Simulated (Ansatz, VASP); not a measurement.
## Zr3TiN4 in VASP and in Ansatz

The input INCAR:

```
SYSTEM = Zr3TiN4
PREC = Accurate ; ENCUT = 600
EDIFF = 1E-6 ; ISMEAR = 0
SIGMA = 0.1 ; LREAL = .False.
LASPH = .True. ; NELM = 60
ALGO = Normal ; ISIF = 3
LWAVE = .False. ; LCHARG = .False.
GGA = PE ; IBRION = 2
NSW = 100 ; EDIFFG = -0.01
LUSENCCL = .False.
```

File KPOINTS:

```
regular mesh
0
Gamma
  12 12 4
  0 0 0
```

The input POSCAR:

```
Zr3TiN4
1.0
    3.2033532131      0.0000000000      0.0000000000
    0.0000000000      3.2033532131      0.0000000000
    0.0000000000      0.0000000000      9.0456650994
Zr Ti N
3 1 4
Direct
    0.5000000000      0.5000000000      0.2413189065
    0.0000000000      0.0000000000      0.5000000000
    0.5000000000      0.5000000000      0.7586810935
    0.0000000000      0.0000000000      0.0000000000
    0.0000000000      0.0000000000      0.7569805639
    0.5000000000      0.5000000000      0.0000000000
    0.0000000000      0.0000000000      0.2430194361
    0.5000000000      0.5000000000      0.5000000000
```

Input for Ansatz:

```yaml
crystal:
  lattice:
    - [3.2033532131, 0.0, 0.0]
    - [0.0, 3.2033532131, 0.0]
    - [0.0, 0.0, 9.0456650994]
  atoms:
    - { symbol: Zr, position: [0.5, 0.5, 0.2413189065] }
    - { symbol: Zr, position: [0.0, 0.0, 0.5] }
    - { symbol: Zr, position: [0.5, 0.5, 0.7586810935] }
    - { symbol: Ti, position: [0.0, 0.0, 0.0] }
    - { symbol: "N", position: [0.0, 0.0, 0.7569805639] }
    - { symbol: "N", position: [0.5, 0.5, 0.0] }
    - { symbol: "N", position: [0.0, 0.0, 0.2430194361] }
    - { symbol: "N", position: [0.5, 0.5, 0.5] }
basis:
  ecutwfc: 420
kpoints:
  mp_grid: { grid: [12, 12, 4] }
hamiltonian:
  xc: pbe
scf:
  occupations: { method: gaussian, width: 0.1 }
output:
  forces: true
  stress: true
  eigenvalues: true
relax:
  adjacent_minimum: "off"
  f_tol: 0.01
  max_steps: 80
  cell: { stress_tol: 0.05 }
```

Alike in both runs: task relaxation of cell and atoms; functional PBE; k mesh 12 × 12 × 4; occupations gaussian, width 0.1 eV; no spin polarisation.

|  | VASP | Ansatz |
| --- | --- | --- |
| version | VASP 6.6.1 | Ansatz 0.2.0 |
| potentials or method | VASP PAW PBE potentials, release 64 (Zr_sv, Ti_sv, N), cutoff 600 eV | scalar-relativistic, plane waves, PAW |
| valence electrons in the cell | 68 | 68 |

```csv
,VASP,Ansatz,Ansatz less VASP
"gap on the k mesh at the Fermi level, each at its own relaxed structure (eV)",none,none,-
relaxed volume (Å³/atom),11.60,11.59,-0.012
relaxed cell length with the largest relative difference (Å),3.205,3.204,-0.0012
```

A gap of «none» marks a metal or a gap that the smearing closes.
